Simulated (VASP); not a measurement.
Set up this calculation in VASP 6.6.1, as the native input.

```yaml
Task: band structure
Functional: TB-mBJ
Potentials_or_basis: VASP PAW PBE potentials, release 64 (Al, Ga_d, As)
Cutoff: 520 eV
k_mesh: 4 × 4 × 4
Occupations: gaussian, width 0.03 eV
Spin: spin-orbit coupling, no magnetisation
Further_INCAR_settings: ALGO = Normal; EDIFF = 1e-07; NBANDS = 152
```

The system is AlGa3As4.

```xyz
16
Lattice="-5.6685 5.6685 0.0000 -5.6686 0.0000 5.6678 0.0000 5.6686 5.6678" Properties=species:S:1:pos:R:3 pbc="T T T"
Al   -5.6685    5.6685   11.3331
Al   -8.5028    8.5028   11.3331
Ga   -2.8358    5.6671    8.5017
Ga   -5.6671    2.8358    8.5017
Ga   -5.6700    8.5013    8.5017
Ga   -8.5013    5.6700    8.5017
Ga   -8.5028    8.5028    5.6695
Ga   -5.6685    5.6685    5.6695
As   -9.9197    7.0860    7.0851
As   -7.0854    4.2517    7.0851
As   -7.0857    7.0857    4.2510
As   -9.9200    9.9200    9.9188
As   -4.2514    4.2514    4.2510
As   -7.0857    7.0857    9.9188
As   -7.0860    9.9197    7.0851
As   -4.2517    7.0854    7.0851
```

The input as run:

POSCAR

```
AlGa3As4                                
1.0
   -5.6685454392      5.6685454392      0.0000000000
   -5.6685671396     -0.0000217005      5.6678114552
    0.0000217005      5.6685671396      5.6678114552
  Al              Ga              As            
     2     6     8
Direct
     0.0002247072836741    0.9997752927163258    0.9997752927163258
     0.5002247072836742    0.9997752927163258    0.9997752927163258
     0.0000010609717054    0.5002642153653285    0.9997336626912678
     0.0000010609717054    0.9997336626912678    0.5002642153653285
     0.5000010609717054    0.5002642153653285    0.9997336626912678
     0.5000010609717054    0.9997336626912678    0.5002642153653285
     0.9998517478162511    0.5001482521837489    0.5001482521837489
     0.4998517478162511    0.5001482521837489    0.5001482521837489
     0.8749727129651700    0.8749767146731949    0.3750778593964652
     0.3749727129651700    0.8749767146731949    0.3750778593964652
     0.8749902470628604    0.3750097529371396    0.3750097529371396
     0.8749857499634708    0.8750142500365292    0.8750142500365292
     0.3749902470628604    0.3750097529371396    0.3750097529371396
     0.3749857499634708    0.8750142500365292    0.8750142500365292
     0.8749727129651700    0.3750778593964652    0.8749767146731949
     0.3749727129651700    0.3750778593964652    0.8749767146731949
```

INCAR.step1

```
PREC     = Accurate       # precision mode
ENCUT    = 520            # plane-wave cutoff, eV
EDIFF    = 1E-5           # SCF threshold, eV
ISMEAR   = 0              # smearing method
SIGMA    = 0.03           # smearing width, eV
LREAL    = False          # projectors in reciprocal space
LASPH    = True           # aspherical terms in the spheres
NELM     = 80             # most SCF steps
ALGO     = Normal         # electronic algorithm
ISIF     = 2              # what is computed and relaxed
LWAVE    = True           # write WAVECAR
LCHARG   = False          # write CHGCAR
LNONCOLLINEAR= True           # non-collinear magnetism
MAGMOM   = 0 0 0 0 0 0 0 0 0 0 0 0 0 0 0 0 0 0 0 0 0 0 0 0 0 0 0 0 0 0 0 0 0 0 0 0 0 0 0 0 0 0 0 0 0 0 0 0 # initial moments
LORBIT   = 11             # projections on sites
LSORBIT  = True           # spin-orbit coupling
GGA_COMPAT= False        
NBANDS   = 152            # bands
KPAR     = 4            
GGA      = PE             # functional
```

INCAR.step2

```
PREC     = Accurate       # precision mode
ENCUT    = 520            # plane-wave cutoff, eV
EDIFF    = 1E-7           # SCF threshold, eV
ISMEAR   = 0              # smearing method
SIGMA    = 0.03           # smearing width, eV
LREAL    = False          # projectors in reciprocal space
LASPH    = True           # aspherical terms in the spheres
NELM     = 80             # most SCF steps
ALGO     = Normal         # electronic algorithm
ISIF     = 2              # what is computed and relaxed
LWAVE    = False          # write WAVECAR
LCHARG   = False          # write CHGCAR
LNONCOLLINEAR= True           # non-collinear magnetism
MAGMOM   = 0 0 0 0 0 0 0 0 0 0 0 0 0 0 0 0 0 0 0 0 0 0 0 0 0 0 0 0 0 0 0 0 0 0 0 0 0 0 0 0 0 0 0 0 0 0 0 0 # initial moments
LORBIT   = 11             # projections on sites
LSORBIT  = True           # spin-orbit coupling
GGA_COMPAT= False        
METAGGA  = MBJ            # meta-GGA
NBANDS   = 152            # bands
KPAR     = 4            
ISTART   = 1
```

KPOINTS

```
regular mesh
0
Gamma
  4 4 4
```

KPOINTS_OPT

```
explicit points
6
Reciprocal
 0.0000000000  0.0000000000  0.0000000000 1
 0.3750000000  0.3750000000  0.7500000000 1
 0.5000000000  0.5000000000  0.5000000000 1
 0.6250000000  0.2500000000  0.6250000000 1
 0.5000000000  0.2500000000  0.7500000000 1
 0.5000000000  0.0000000000  0.5000000000 1
```

Potentials or basis: VASP PAW PBE potentials, release 64 (Al, Ga_d, As).

Command:

```bash
$ cat potpaw_PBE.64/Al/POTCAR potpaw_PBE.64/Ga_d/POTCAR potpaw_PBE.64/As/POTCAR > POTCAR
$ cp INCAR.step1 INCAR
$ mpirun -np 4 vasp_ncl > vasp.out
$ cp INCAR.step2 INCAR
$ mpirun -np 4 vasp_ncl > vasp.out
```

It gave:

```json
{
 "Valence electrons inside the program's atomic spheres": "Al 0.64; Ga 11.42, 11.43 (each value once); As 2.96, 2.94, 2.98 (each value once)"
}
```

Wall time 110 min on 4 MPI ranks on AMD EPYC 9R45 96-Core Processor (Zen 5), with other jobs on the host, peak memory 3.8 GiB a rank.
